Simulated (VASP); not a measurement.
# Pd (Fm-3m) in VASP: further runs, part 2 of 2

VASP 6.6.1.

## (4) Relaxation of cell and atoms, LDA, target pressure 1 GPa, at which the enthalpy is minimised

This run uses another cell than the first one, of 14.18 Å³/atom, 1.005 times its volume.

INCAR

```
ALGO = Normal ; EDIFF = 1E-7
EDIFFG = -0.002 ; ENCUT = 600
IBRION = 2 ; ISIF = 3
ISMEAR = -1 ; LASPH = True
LCHARG = False ; LREAL = False
LWAVE = False ; NELM = 100
NSW = 100 ; PREC = Accurate
PSTRESS = 10.0 ; SIGMA = 0.1
```

KPOINTS

```
k-points
0
Gamma
  24 24 24
```

POSCAR

```
Pd
1.0
    0.0000000000      1.9208712848      1.9208712848
    1.9208712848      0.0000000000      1.9208712848
    1.9208712848      1.9208712848      0.0000000000
Pd
1
Direct
    0.0000000000      0.0000000000      0.0000000000
```

Potentials or basis: VASP PAW LDA potentials, release 64 (Pd).

Command:

```console
cat potpaw_LDA.64/Pd/POTCAR > POTCAR
mpirun -np 1 vasp_std > vasp.out
```

OUTCAR:

```text
EDIFF = 1E-7
   EDIFFG = -0.002
   ENCUT = 600
   IBRION = 2
   ISIF = 3
   ISMEAR = -1
   LASPH = True
   LREAL = False
   NELM = 100
   NSW = 100
   PREC = Accurate
   PSTRESS = 10.0

 ion  position               nearest neighbor table
   1  0.000  0.000  0.000-

  LATTYP: Found a face centered cubic cell.
 ALAT       =     3.8417425696

  Lattice vectors:

 A1 = (   0.0000000000,   1.9208712848,   1.9208712848)
 A2 = (   1.9208712848,   0.0000000000,   1.9208712848)
 A3 = (   1.9208712848,   1.9208712848,   0.0000000000)

Analysis of symmetry for initial positions (statically):
=====================================================================
 Subroutine PRICEL returns:
 Original cell was already a primitive cell.

 Routine SETGRP: Setting up the symmetry group for a
 face centered cubic supercell.

 Subroutine GETGRP returns: Found 48 space group operations
 (whereof 48 operations were pure point group operations)
 out of a pool of 48 trial point group operations.

The static configuration has the point symmetry O_h .

Analysis of symmetry for dynamics (positions and initial velocities):
=====================================================================
 Subroutine PRICEL returns:
 Original cell was already a primitive cell.

 Routine SETGRP: Setting up the symmetry group for a
 face centered cubic supercell.

 Subroutine GETGRP returns: Found 48 space group operations
 (whereof 48 operations were pure point group operations)
 out of a pool of 48 trial point group operations.

The dynamic configuration has the point symmetry O_h .

 Subroutine INISYM returns: Found 48 space group operations
 (whereof 48 operations are pure point group operations),
[... 117 lines left out ...]
  Thomas-Fermi vector in A             =   2.574170
   LORBIT       =      0    0 simple, 1 ext, 2 COOP (PROOUT), +10 PAW based schemes
   GGA     = CA    functional components
   LHFCALC =     F    Hartree Fock is set to
   AEXX    =    0.0000 exact exchange contribution
   IVDW    =     0    specifies the selected vdW correction
   LEPSILON=     F    determine dielectric tensor
   LRPA    =     F    only Hartree local field effects (RPA)
 conjugate gradient relaxation of ions
 non-spin polarized calculation
  energy-cutoff  :      600.00
  volume of cell :       14.18
 maximum number of plane-waves:       495
 NGX is ok and might be reduce to    24
   NGX = 11   NGY = 11   NGZ = 11

--------------------------------------- Ionic step        1  -------------------------------------------

 number of electron      10.0000002 magnetization

 Free energy of the ion-electron system (eV)
  ---------------------------------------------------
  ext. energy  EPLUGINS =         0.00000000
  ---------------------------------------------------
  free energy    TOTEN  =        -6.52840449 eV

  energy without entropy =       -6.46803969  energy(sigma->0) =       -6.49822209

------------------------ aborting loop because EDIFF is reached ----------------------------------------

  FORCE on cell =-STRESS in cart. coord.  units (eV):
  Direction    XX          YY          ZZ          XY          YZ          ZX
  --------------------------------------------------------------------------------------
  -------------------------------------------------------------------------------------
  Total        0.0171743      0.0171743      0.0171743      0.0000000      0.0000000      0.0000000
  in kB        1.9411723      1.9411723      1.9411723      0.0000000      0.0000000      0.0000000
  external PRESSURE =      -8.0588277 kB  Pullay stress =      10.0000000 kB
[... 61 lines left out ...]
--------------------------------------- Ionic step        3  -------------------------------------------

 number of electron      10.0000002 magnetization

 Free energy of the ion-electron system (eV)
  ---------------------------------------------------
  ext. energy  EPLUGINS =         0.00000000
  ---------------------------------------------------
  free energy    TOTEN  =        -6.52822007 eV

  energy without entropy =       -6.46807591  energy(sigma->0) =       -6.49814799

 E-fermi :  10.3866     XC(G=0): -13.7831

 val. band max:       10.3853977755   @ k =  -0.2917   0.0833   0.0000
 cond. band min:      10.3877912330   @ k =  -0.4583   0.2917   0.0417
 fundamental gap:      0.0023934575
 Fermi energy:        10.3865744291

 k-point     1 :       0.0000    0.0000    0.0000
  band No.  band energies     occupation
      1       2.7733      2.00000
      2       7.2787      2.00000
      3       7.2787      2.00000
      4       7.2787      2.00000
      5       9.0417      2.00000
      6       9.0417      2.00000
      7      27.4914      0.00000
      8      32.4583      0.00000
      9      32.4583      0.00000
[... 265 lines left out ...]
 k-point    24 :       0.4583    0.0417    0.0000
  band No.  band energies     occupation
      1       4.7167      2.00000
      2       7.2175      2.00000
      3       7.3066      2.00000
      4       9.7130      1.99763
      5      10.3115      1.35864
      6      11.2155      0.00050
      7      18.6215      0.00000
      8      27.0507      0.00000
      9      31.5614      0.00000

 [... further k-points ...]
[... 5 lines left out ...]
  --------------------------------------------------------------------------------------
  -------------------------------------------------------------------------------------
  Total        0.0879092      0.0879092      0.0879092      0.0000000      0.0000000      0.0000000
  in kB        9.9710637      9.9710637      9.9710637      0.0000000      0.0000000      0.0000000
  external PRESSURE =      -0.0289363 kB  Pullay stress =      10.0000000 kB
[... 20 lines left out ...]
  energy  without entropy=       -6.4680759123  energy(sigma->0) =       -6.49814799

  enthalpy is  TOTEN    =        -6.4400557971 eV   P V=        0.0881642690

 reached required accuracy - stopping structural energy minimisation
```

OSZICAR:

```text
N       E                     dE             d eps       ncg     rms          rms(c)
DAV:   1     0.419724641016E+02    0.41972E+02   -0.58811E+03  7490   0.119E+03
DAV:   2    -0.647491191175E+01   -0.48447E+02   -0.47125E+02  7999   0.207E+02
[... 20 lines left out ...]
DAV:   1    -0.653393881262E+01   -0.67973E-02   -0.11542E-01  7555   0.391E+00    0.520E-01
DAV:   2    -0.652825544565E+01    0.56834E-02   -0.28199E-02  7508   0.157E+00    0.137E-01
DAV:   3    -0.652821751695E+01    0.37929E-04   -0.16419E-04  8794   0.102E-01    0.816E-02
DAV:   4    -0.652821962694E+01   -0.21100E-05   -0.65448E-05  8350   0.660E-02    0.430E-03
DAV:   5    -0.652821996998E+01   -0.34304E-06   -0.56103E-07  8360   0.684E-03    0.255E-03
DAV:   6    -0.652822006606E+01   -0.96076E-07   -0.50857E-08  7584   0.192E-03
   3 F= -.64400558E+01 E0= -.64099837E+01  d E =-.125006E-03
```

It took 60 s on 1 thread of AMD EPYC 9R45 (Zen 5), shared host; peak memory 0.16 GiB.

What came out:

- Free energy: -6.5282 eV
- Relaxed volume: 14.13 Å³/atom
- Relaxed cell: a = 2.713 Å, b = 2.713 Å, c = 2.713 Å, α = 60.00°, β = 60.00°, γ = 60.00°
- Space group after relaxing (to 0.05 Å): Fm-3m (No. 225)
- Energy change on relaxing (the enthalpy is what falls): +0.2 meV/atom
- Ionic steps: 3
- Pressure after relaxing: 1.0 GPa
- Band gap on the k mesh: zero (band 5 reaches 10.68 eV, above the bottom of band 6 at 8.97 eV)

The path:
| step | energy change (eV) | largest force (eV/Å) | pressure (GPa) | volume (Å³) |
| --- | --- | --- | --- | --- |
| 1 | 0.0000 | 0.0000 | 0.19 | 14.18 |
| 2 | 0.0013 | 0.0000 | 2.61 | 14.03 |
| 3 | 0.0002 | 0.0000 | 1.00 | 14.13 |

Final structure:
```
CELL_PARAMETERS angstrom
0.00000 1.91863 1.91863
1.91863 0.00000 1.91863
1.91863 1.91863 0.00000
ATOMIC_POSITIONS crystal
Pd 0.00000 0.00000 0.00000
```

Caveat: the cell is relaxed towards a set pressure, so the enthalpy falls and the energy may rise. LDA usually gives volumes a few per cent too small.

## (5) Summary

| task | cell | cutoff (eV) | gap on the mesh (eV) | pressure (GPa) |
| --- | --- | --- | --- | --- |
| single point | a = 2.712 Å, angles 60.0°, 1 atom | 520 | none | 1.3 |
| single point | a = 2.709 Å, angles 60.0°, 1 atom | 520 | none | 2.3 |
| relaxation of cell and atoms | relaxed to 1 GPa from a = 2.717 Å, angles 60.0°, 1 atom | 600 | none | 1.0 |

Alike in all rows: level LDA; potentials or basis VASP PAW LDA potentials, release 64 (Pd); no spin polarisation; k mesh 24 × 24 × 24; smearing fermi-dirac 0.1 eV.

Caveats: the cell is relaxed towards a set pressure, so the enthalpy falls and the energy may rise (some runs).

Absolute energies hang on the potentials; compare differences alone.
